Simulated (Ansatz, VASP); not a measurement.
## B in VASP and in Ansatz

INCAR

```
SYSTEM = B
PREC = Accurate ; ENCUT = 600
EDIFF = 1E-6 ; ISMEAR = -1
SIGMA = 0.01 ; LREAL = .FALSE.
LASPH = .TRUE. ; NELM = 80
ALGO = Normal ; ISIF = 3
LWAVE = .FALSE. ; LCHARG = .FALSE.
GGA = PS ; IBRION = 2
NSW = 80 ; EDIFFG = -0.01
```

File KPOINTS:

```
regular mesh
0
G
  7 7 7
  0 0 0
```

POSCAR

```
B
1.0
    2.4540000000      1.4168175606      4.1890000000
   -2.4540000000      1.4168175606      4.1890000000
    0.0000000000     -2.8336351212      4.1890000000
B
12
Direct
    0.0104000000      0.6573000000      0.0104000000
    0.0104000000      0.0104000000      0.6573000000
    0.6573000000      0.0104000000      0.0104000000
    0.9896000000      0.3427000000      0.9896000000
    0.3427000000      0.9896000000      0.9896000000
    0.9896000000      0.9896000000      0.3427000000
    0.2206000000      0.6323000000      0.2206000000
    0.2206000000      0.2206000000      0.6323000000
    0.6323000000      0.2206000000      0.2206000000
    0.7794000000      0.3677000000      0.7794000000
    0.3677000000      0.7794000000      0.7794000000
    0.7794000000      0.7794000000      0.3677000000
```

Input for Ansatz:

```yaml
crystal:
  lattice:
    - [2.454, 1.4168175606, 4.189]
    - [-2.454, 1.4168175606, 4.189]
    - [0.0, -2.8336351212, 4.189]
  atoms:
    - { symbol: B, position: [0.0104, 0.6573, 0.0104] }
    - { symbol: B, position: [0.0104, 0.0104, 0.6573] }
    - { symbol: B, position: [0.6573, 0.0104, 0.0104] }
    - { symbol: B, position: [0.9896, 0.3427, 0.9896] }
    - { symbol: B, position: [0.3427, 0.9896, 0.9896] }
    - { symbol: B, position: [0.9896, 0.9896, 0.3427] }
    - { symbol: B, position: [0.2206, 0.6323, 0.2206] }
    - { symbol: B, position: [0.2206, 0.2206, 0.6323] }
    - { symbol: B, position: [0.6323, 0.2206, 0.2206] }
    - { symbol: B, position: [0.7794, 0.3677, 0.7794] }
    - { symbol: B, position: [0.3677, 0.7794, 0.7794] }
    - { symbol: B, position: [0.7794, 0.7794, 0.3677] }
basis:
  ecutwfc: 420
  xc_grid: 2
hamiltonian:
  xc: pbesol
  pseudopotentials: { kind: paw, azcp: { folder: soft_1 } }
kpoints:
  mp_grid: { grid: [7, 7, 7] }
scf:
  occupations: { method: fermi_dirac, width: 0.01 }
  max_iter: 150
output:
  forces: true
  stress: true
relax:
  f_tol: 0.01
  max_steps: 60
  cell: {}
checkpoint:
  write: "../pbesol.run"
  compress: false
  write_wavefunctions: false
  write_every: 100000
```

Alike in both runs: task relaxation of cell and atoms; functional PBEsol; k mesh 7 × 7 × 7; occupations fermi-dirac, width 0.01 eV; no spin polarisation.

```csv
,VASP,Ansatz
version,VASP 6.6.1,Ansatz 0.2.0
potentials or method,"VASP PAW PBE potentials, release 64 (B), cutoff 600 eV",plane-wave PAW DFT
valence electrons in the cell,36,36
```

VASP gave:

| Item | Value |
| --- | --- |
| relaxed volume (Å³/atom) | 7.16 |
| relaxed cell length with the largest relative difference (Å) | 5.030 |

Task: Which values does Ansatz return?

Result: Relaxed volume (Å³/atom): 7.15; relaxed cell length with the largest relative difference (Å): 5.028.

VASP's potentials were made for PBE, not for PBEsol, and Ansatz warns of the same on its side.
